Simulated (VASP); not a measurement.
Crystal: LaAgS2.

```
CELL_PARAMETERS angstrom
4.13107 0.00000 0.00000
0.00000 4.13107 0.00000
0.00000 0.00000 5.61352
ATOMIC_POSITIONS crystal
Ag 0.00000 0.00000 0.00000
S 0.00000 0.00000 0.50000
S 0.50000 0.50000 0.00000
La 0.50000 0.50000 0.50000
```

| Property | Result |
| --- | --- |
| Program | VASP 6.6.1 |
| Task | relaxation of cell and atoms |
| Functional | PBEsol |
| Potentials or basis | VASP PAW PBE potentials, release 64 (Ag, S, La) |
| Cutoff | 600 eV |
| k mesh | 6 × 6 × 4 |
| Occupations | fermi-dirac, width 0.02 eV |
| Spin | no spin polarisation |

At the start: pressure -3.5 GPa; volume 23.95 Å³/atom.

Q: How do energy, volume and symmetry change on relaxing?

A: Over 5 steps the energy falls by 13.3 meV/atom and the volume is 22.76 Å³/atom (-4.9 %); space group P4/mmm (No. 123, to 0.1 Å) before and after.

Step by step:
```csv
step,energy change (eV),largest force (eV/Å),pressure (GPa),volume (Å³)
1,0.0000,0.0000,-3.47,95.80
2,-0.0365,0.0000,2.16,88.80
3,-0.0523,0.0000,-0.01,91.18
4,-0.0531,0.0000,0.00,91.10
5,-0.0532,0.0000,0.01,91.06
```

Final structure:
```cif
data_structure
_symmetry_space_group_name_H-M 'P 1'
_symmetry_Int_Tables_number 1
_cell_length_a 4.0532
_cell_length_b 4.0532
_cell_length_c 5.5427
_cell_angle_alpha 90.000
_cell_angle_beta 90.000
_cell_angle_gamma 90.000
_cell_volume 91.06
loop_
_atom_site_label
_atom_site_type_symbol
_atom_site_fract_x
_atom_site_fract_y
_atom_site_fract_z
_atom_site_occupancy
Ag1 Ag 0.00000 0.00000 0.00000 1
S1 S 0.00000 0.00000 0.50000 1
S2 S 0.50000 0.50000 0.00000 1
La1 La 0.50000 0.50000 0.50000 1
```

Caveat: the PAW data sets were made with another functional, which shifts forces and pressure a little.
